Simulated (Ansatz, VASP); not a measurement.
## TiO in VASP and in Ansatz

POSCAR

```
TiO
1.0
    4.9890877720      0.0000000000      0.0000000000
   -2.4945438860      4.3206767523      0.0000000000
    0.0000000000      0.0000000000      2.8733134400
Ti O
3 3
Direct
    0.6666666667      0.3333333333      0.5000000000
    0.3333333333      0.6666666667      0.5000000000
    0.0000000000      0.0000000000      0.0000000000
    0.6055592400      0.6055592400      0.0000000000
    0.3944407600      0.0000000000      0.0000000000
    0.0000000000      0.3944407600      0.0000000000
```

Contents of INCAR.step1:

```
SYSTEM = TiO
PREC = Accurate
ENCUT = 520
ISMEAR = 0
SIGMA = 0.1
LREAL = .False.
LASPH = .True.
NELM = 80
NBANDS = 36
GGA = PE
ALGO = Normal
EDIFF = 1E-4
LWAVE = .True.
LCHARG = .False.
```

File INCAR.step2:

```
SYSTEM = TiO
PREC = Accurate
ENCUT = 520
EDIFF = 1E-7
ISMEAR = 0
SIGMA = 0.1
LREAL = .False.
LASPH = .True.
NELM = 80
ALGO = Normal
ISIF = 2
LWAVE = .False.
LCHARG = .False.
METAGGA = R2SCAN
LMIXTAU = .True.
NBANDS = 36
ISTART = 1
```

File KPOINTS:

```
regular mesh
0
Gamma
  12 12 12
  0 0 0
```

Input for Ansatz:

```yaml
crystal:
  lattice:
    - [4.989087772, 0.0, 0.0]
    - [-2.494543886, 4.3206767523, 0.0]
    - [0.0, 0.0, 2.87331344]
  atoms:
    - { symbol: Ti, position: [0.6666666667, 0.3333333333, 0.5] }
    - { symbol: Ti, position: [0.3333333333, 0.6666666667, 0.5] }
    - { symbol: Ti, position: [0.0, 0.0, 0.0] }
    - { symbol: O, position: [0.60555924, 0.60555924, 0.0] }
    - { symbol: O, position: [0.39444076, 0.0, 0.0] }
    - { symbol: O, position: [0.0, 0.39444076, 0.0] }
basis:
  ecutwfc: 500
kpoints:
  mp_grid: { grid: [12, 12, 12] }
hamiltonian:
  xc: r2scan
scf:
  occupations: { method: gaussian, width: 0.1 }
  mixing: { ndim: 2, algorithm: broyden }
  max_iter: 120
  lower_state_search: "off"
  initial_density: { chi_scale: 0, normalization: atom }
output:
  forces: true
  stress: true
  eigenvalues: true
```

Alike in both runs: task single point; functional r2SCAN; k mesh 12 × 12 × 12; occupations gaussian, width 0.1 eV; no spin polarisation.

|  | VASP | Ansatz |
| --- | --- | --- |
| version | VASP 6.6.1 | Ansatz 0.2.0 |
| potentials or method | VASP PAW PBE potentials, release 64 (Ti_sv, O), cutoff 520 eV | scalar-relativistic, plane waves, PAW |
| valence electrons in the cell | 54 | 54 |

|  | VASP | Ansatz | Ansatz less VASP |
| --- | --- | --- | --- |
| gap on the k mesh at the Fermi level (eV) | none | none | - |
| pressure (GPa) | 0.1 | -1.5 | -1.56 |
| traceless stress, the component that is largest in VASP (GPa) | -0.11 | -0.12 | -0.008 |
| rms of the force components (eV/Å) | 0.003 | 0.014 | +0.0111 |

VASP's potentials were made for PBE, not for r2SCAN. Atom by atom the forces differ by 0.011 eV/Å (rms over components). A gap of «none» marks a metal or a gap that the smearing closes. With one functional, cell and mesh, what is left measures potentials, basis and numerics.
